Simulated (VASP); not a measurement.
A run of VASP 6.6.1 is set up as follows.

INCAR

```
SYSTEM = Nb4Al2F
ALGO = Normal
EDIFF = 1E-7
EDIFFG = -0.01
ENCUT = 600
GGA = PE
GGA_COMPAT = .FALSE.
IBRION = 2
ISIF = 3
ISMEAR = 0
LASPH = .TRUE.
LCHARG = .FALSE.
LREAL = .FALSE.
LWAVE = .FALSE.
NELM = 120
NELMIN = 4
NSW = 100
PREC = Accurate
SIGMA = 0.1
```

The input KPOINTS:

```
k-points
0
G
  12 12 2
  0 0 0
```

Contents of POSCAR:

```
Nb4Al2F
1.0
    2.8621824347      0.0000000000      0.0000000000
   -1.4310912173      2.4787226987      0.0000000000
    0.0000000000      0.0000000000     16.0250699010
Al Nb F
2 4 1
Direct
    0.0000000000      0.0000000000      0.2668491852
    0.0000000000      0.0000000000      0.7331508148
    0.3333333333      0.6666666667      0.1212524771
    0.6666666667      0.3333333333      0.8787475229
    0.3333333333      0.6666666667      0.5823454293
    0.6666666667      0.3333333333      0.4176545707
    0.0000000000      0.0000000000      0.0000000000
```

Potentials or basis: VASP PAW PBE potentials, release 64 (Al, Nb_sv, F).

Command:

```console
$ cat potpaw_PBE.64/Al/POTCAR potpaw_PBE.64/Nb_sv/POTCAR potpaw_PBE.64/F/POTCAR > POTCAR
$ mpirun -np 1 vasp_std > vasp.out
```

(1) What does it give for the space group after relaxing (to 0.1 Å)?

(2) Predict the band gap on the k mesh.

(3) Estimate the relaxed volume.

(4) What does it give for the relaxed cell?

Answers

(1) P-3m1 (No. 164).

(2) zero (an odd number of electrons rules out a gap without spin polarisation).

(3) 16.32 Å³/atom.

(4) a = 2.881 Å, b = 2.881 Å, c = 15.892 Å, α = 90.00°, β = 90.00°, γ = 120.00°.

Caveat: the cell differs from its parent crystal (with an interstitial atom); an odd number of electrons without spin polarisation forces a metal; a magnetic or distorted state may lie lower.
